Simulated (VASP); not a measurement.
# Al: single point with PBE+D3(BJ)

System: Al, a slab with vacuum.

```xyz
17
Lattice="5.6324 0.0000 0.0000 -2.8162 4.8778 0.0000 0.0000 0.0000 25.8983" Properties=species:S:1:pos:R:3 pbc="T T T"
Al    1.4081    0.8130    8.5000
Al    0.0000    3.2519    8.5000
Al    4.2243    0.8130    8.5000
Al    2.8162    3.2519    8.5000
Al    2.8162    1.6259   10.7994
Al    1.4081    4.0649   10.7994
Al    0.0000    1.6259   10.7994
Al   -1.4081    4.0649   10.7994
Al   -1.4081    2.4389   13.0243
Al    0.0076    0.0044   13.0255
Al    1.4080    2.4300   13.0257
Al    2.8084    0.0043   13.0257
Al   -0.0293    3.2349   15.2907
Al    1.4077    0.8128   15.3867
Al    2.8460    3.2344   15.2898
Al    4.2241    0.8475   15.2898
Al   -1.4061   -0.8118   17.3843
```

- Program: VASP 6.6.1
- Task: single point
- Functional: PBE
- Dispersion: D3(BJ)
- Potentials or basis: VASP PAW PBE potentials, release 64 (Al)
- Cutoff: 520 eV
- k mesh: 6 × 6 × 1
- Occupations: gaussian, width 0.1 eV
- Spin: no spin polarisation
- Dipole correction: yes
- Further INCAR settings: LREAL = Auto; ALGO = Normal; EDIFF = 1e-06; NBANDS = 40

| Item | Value |
| --- | --- |
| Largest force | 0.088 eV/Å |
| Band gap on the k mesh | zero (an odd number of electrons rules out a gap without spin polarisation) |
| Dispersion energy per atom | -0.268 eV |

Forces in eV/Å, atoms in the order of the input:
```
Al   0.000  0.000  0.058
Al   0.076  0.044  0.010
Al   0.000 -0.088  0.010
Al  -0.076  0.044  0.010
Al   0.030  0.017  0.001
Al   0.000  0.000 -0.088
Al  -0.030  0.017  0.000
Al   0.000 -0.034  0.000
Al   0.000  0.000  0.004
Al   0.001  0.001  0.000
Al   0.000 -0.001  0.000
Al  -0.001  0.001  0.000
Al  -0.001  0.000  0.001
Al  -0.001 -0.001 -0.001
Al   0.000  0.001  0.000
Al   0.000  0.000  0.000
Al   0.001  0.001 -0.006
```

Levels at points of the mesh, in eV from the Fermi level:
```csv
k point,band 23,band 24,band 25,band 26,band 27,band 28
"(0.00, 0.00, 0.00)",-2.18,-1.90,-0.63,-0.63,-0.25,-0.02
"(0.50, 0.00, 0.00)",-0.62,-0.01,0.07,0.28,0.29,0.54
"(0.00, 0.50, 0.00)",-0.62,-0.01,0.07,0.28,0.29,0.54
```

Wall time 8.9 min on 1 thread of Intel(R) Xeon(R) 6975P-C (Granite Rapids) (shared host), peak memory 0.76 GiB.
